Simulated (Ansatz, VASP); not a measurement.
# GaBr3F3 in VASP and in Ansatz

Contents of POSCAR:

```
GaBr3F3
1.0
    5.3536740000      0.0000000000      0.0000000000
    0.0000000000      5.3536740000      0.0000000000
    0.0000000000      0.0000000000      5.3536740000
F Ga Br
3 1 3
Direct
    0.5000000000      0.5000000000      0.0000000000
    0.0000000000      0.5000000000      0.5000000000
    0.5000000000      0.0000000000      0.5000000000
    0.5000000000      0.5000000000      0.5000000000
    0.5000000000      0.0000000000      0.0000000000
    0.0000000000      0.5000000000      0.0000000000
    0.0000000000      0.0000000000      0.5000000000
```

The input INCAR.step1:

```
SYSTEM = GaBr3F3
PREC = Accurate ; ENCUT = 520
ISMEAR = -1 ; SIGMA = 0.0358
LREAL = .False. ; LASPH = .True.
NELM = 100 ; NBANDS = 36
GGA = PE ; ALGO = Normal
EDIFF = 1E-4 ; LWAVE = .True.
LCHARG = .False.
```

Contents of INCAR.step2:

```
SYSTEM = GaBr3F3
PREC = Accurate ; ENCUT = 520
EDIFF = 1E-6 ; ISMEAR = -1
SIGMA = 0.0358 ; LREAL = .False.
LASPH = .True. ; NELM = 100
ALGO = Normal ; ISIF = 2
LWAVE = .False. ; LCHARG = .False.
METAGGA = R2SCAN ; LMIXTAU = .True.
NBANDS = 36 ; ISTART = 1
```

File KPOINTS:

```
regular mesh
0
Gamma
  6 6 6
  0 0 0
```

Input for Ansatz:

```yaml
crystal:
  lattice:
    - [5.353674, 0.0, 0.0]
    - [0.0, 5.353674, 0.0]
    - [0.0, 0.0, 5.353674]
  atoms:
    - { symbol: F, position: [0.5, 0.5, 0.0] }
    - { symbol: F, position: [0.0, 0.5, 0.5] }
    - { symbol: F, position: [0.5, 0.0, 0.5] }
    - { symbol: Ga, position: [0.5, 0.5, 0.5] }
    - { symbol: Br, position: [0.5, 0.0, 0.0] }
    - { symbol: Br, position: [0.0, 0.5, 0.0] }
    - { symbol: Br, position: [0.0, 0.0, 0.5] }
  symmetry: { tolerance: 0.0003 }
kpoints:
  mp_grid: { grid: [6, 6, 6], shift: [0, 0, 0] }
  band_path:
    path:
      - [0.0, 0.0, 0.0]
      - [0.0, 0.5, 0.0]
      - [0.5, 0.5, 0.0]
      - [0.0, 0.0, 0.0]
      - [0.5, 0.5, 0.5]
      - [0.0, 0.5, 0.0]
      - [0.5, 0.5, 0.5]
      - [0.5, 0.5, 0.0]
    npoints: 8
magnetization:
  spin_polarized: false
scf:
  occupations: { method: fermi_dirac, width: 0.0358 }
  lower_state_search: "off"
  max_iter: 200
hamiltonian:
  pseudopotentials: { kind: paw }
  xc: r2scan
basis:
  ecutwfc: 500
  fft_grid_basis: typed
output:
  forces: true
  stress: true
  eigenvalues: true
  bader: true
  populations: true
  elf: true
  write_potential: true
  volumetric_format: npy
  dos:
    e_range: [-12, 8]
    de: 0.05
    projected: { site_lists: { Br: [Br], F: [F], Ga: [Ga] } }
checkpoint:
  read: saved_state
```

Alike in both runs: task single point; functional r2SCAN; k mesh 6 × 6 × 6; occupations fermi-dirac, width 0.0358 eV; no spin polarisation.

|  | VASP | Ansatz |
| --- | --- | --- |
| version | VASP 6.6.1 | Ansatz 0.2.0 |
| potentials or method | VASP PAW PBE potentials, release 64 (F, Ga_d, Br), cutoff 520 eV | PAW plane waves |
| valence electrons in the cell | 55 | 55 |

|  | VASP | Ansatz | Ansatz less VASP |
| --- | --- | --- | --- |
| pressure (GPa) | -3.8 | -3.7 | +0.17 |

VASP's potentials were made for PBE, not for r2SCAN. The functional is the same, so the differences come from potentials, cutoffs and numerics.
